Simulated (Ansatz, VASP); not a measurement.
## ZrB: VASP beside Ansatz

File INCAR:

```
PREC = Accurate
ENCUT = 520
EDIFF = 1E-6
ISMEAR = 0
SIGMA = 0.15
LREAL = F
LASPH = T
NELM = 60
ALGO = Normal
ISIF = 2
LWAVE = F
LCHARG = F
GGA = PS
NBANDS = 14
```

File KPOINTS:

```
regular mesh
0
Gamma
  18 18 18
```

Contents of POSCAR:

```
ZrB
1.0
    0.0000000000      2.4121875000      2.4121875000
    2.3250000000      0.0871875000      2.3250000000
    2.3250000000      2.3250000000      0.0871875000
Zr B
1 1
Direct
    0.0000000000      0.0000000000      0.0000000000
    0.5000000000      0.5000000000      0.5000000000
```

Input for Ansatz:

```yaml
crystal:
  lattice:
    - [0.0, 2.4121875, 2.4121875]
    - [2.325, 0.0871875, 2.325]
    - [2.325, 2.325, 0.0871875]
  atoms:
    - { symbol: Zr, position: [0.0, 0.0, 0.0] }
    - { symbol: B, position: [0.5, 0.5, 0.5] }
basis:
  ecutwfc: 420
kpoints:
  mp_grid: { grid: [18, 18, 18] }
hamiltonian:
  xc: pbesol
scf:
  occupations: { method: gaussian, width: 0.15 }
output:
  forces: true
  stress: true
  eigenvalues: true
```

Change from the starting cell: strain +0.0750 x Voigt [0, 0, 0, 1, 0, 0], atoms carried along.

Alike in both runs: task single point; functional PBEsol; k mesh 18 × 18 × 18; occupations gaussian, width 0.15 eV; no spin polarisation.

```csv
,VASP,Ansatz
version,VASP 6.6.1,Ansatz 0.2.0
potentials or method,"VASP PAW PBE potentials, release 64 (Zr_sv, B), cutoff 520 eV","scalar-relativistic, plane waves, PAW"
valence electrons in the cell,15,15
```

|  | VASP | Ansatz | Ansatz less VASP |
| --- | --- | --- | --- |
| gap on the k mesh at the Fermi level (eV) | none | none | - |
| pressure (GPa) | 30.0 | 29.7 | -0.31 |
| traceless stress, the component that is largest in VASP (GPa) | -4.15 | -4.17 | -0.017 |

VASP's potentials were made for PBE, not for PBEsol. A gap of «none» marks a metal or a gap that the smearing closes. Both programs put the cell under a high pressure, so it lies far from rest at this level. The functional is the same, so the differences come from potentials, cutoffs and numerics.
